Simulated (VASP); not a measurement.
A run of VASP 6.6.1 is set up as follows.

File INCAR:

```
PREC = Accurate
ENCUT = 520
EDIFF = 1E-7
ISMEAR = 0
SIGMA = 0.1
LREAL = F
LASPH = T
NELM = 100
ALGO = Normal
ISIF = 2
LWAVE = F
LCHARG = T
GGA = PE
LELF = T
LVHAR = T
NBANDS = 23
```

File KPOINTS:

```
regular mesh
0
Gamma
  6 6 2
```

File POSCAR:

```
Mg3ZrN2
1.0
    3.8064074400      0.0000000000      0.0000000000
   -1.9032037200      3.2964455400      0.0000000000
    0.0000000000      0.0000000000      8.6251321300
Mg Zr N
3 1 2
Direct
    0.3333333300      0.6666666700      0.5000000000
    0.6666666700      0.3333333300      0.5000000000
    0.0000000000      0.0000000000      0.0000000000
    0.0000000000      0.0000000000      0.5000000000
    0.0000000000      0.0000000000      0.7800964500
    0.0000000000      0.0000000000      0.2199035500
```

Potentials or basis: VASP PAW PBE potentials, release 64 (Mg, Zr_sv, N).

The run is started by

```sh
$ cat potpaw_PBE.64/Mg/POTCAR potpaw_PBE.64/Zr_sv/POTCAR potpaw_PBE.64/N/POTCAR > POTCAR
$ mpirun -np 1 vasp_std > vasp.out
```

**Question.** Predict the band gap on the k mesh.

**Answer.** Zero (band 14 reaches 2.79 eV, above the bottom of band 15 at 2.44 eV).

**Question.** Predict the largest force.

**Answer.** 5.181 eV/Å.

**Question.** Predict the pressure.

**Answer.** 39.9 GPa.

Stress tensor (GPa, compression positive):
```
 74.71   0.00   0.00
  0.00  74.71   0.00
  0.00   0.00 -29.87
```

Caveat: the k points lie up to 0.36 Å⁻¹ apart; forces of over 1 eV/Å act on the atoms, so gaps and moduli don't describe the material at rest.
